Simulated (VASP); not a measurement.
Runs of VASP 6.6.1 on LaIn. The structure is that of space group Pm-3m (No. 221), or close to it. The cells are those of the table. 

```tsv
task	cell	gap on the mesh (eV)	pressure (GPa)
electric field gradients	a = 3.954 Å, 2 atoms	none	-3.8
electric field gradients	a = 3.671 Å, 2 atoms	none	11.4
single point	a = 2.913 Å, 2 atoms	none	(a)
single point	a = 3.954 Å, 2 atoms	none	-3.8
single point	a = 3.746 Å, 2 atoms	none	5.9
```

Alike in all rows: level LDA; potentials or basis VASP PAW LDA potentials, release 64 (La, In_d); no spin polarisation; k mesh 9 × 9 × 9; cutoff (eV) 520; smearing fermi-dirac 0.05 eV.

**Question.** Estimate the missing entries.

**Answer.** (a) 265.5.

Caveats: spin-orbit coupling is left out, which moves the levels of the heavy elements; the cell stands under pressure (at least some runs); the cell stands under tension (at least some runs).

A k mesh can miss the band edges, and the runs leave out spin-orbit coupling on In, La.

A gap of «none» marks levels without a gap at the run's occupations.
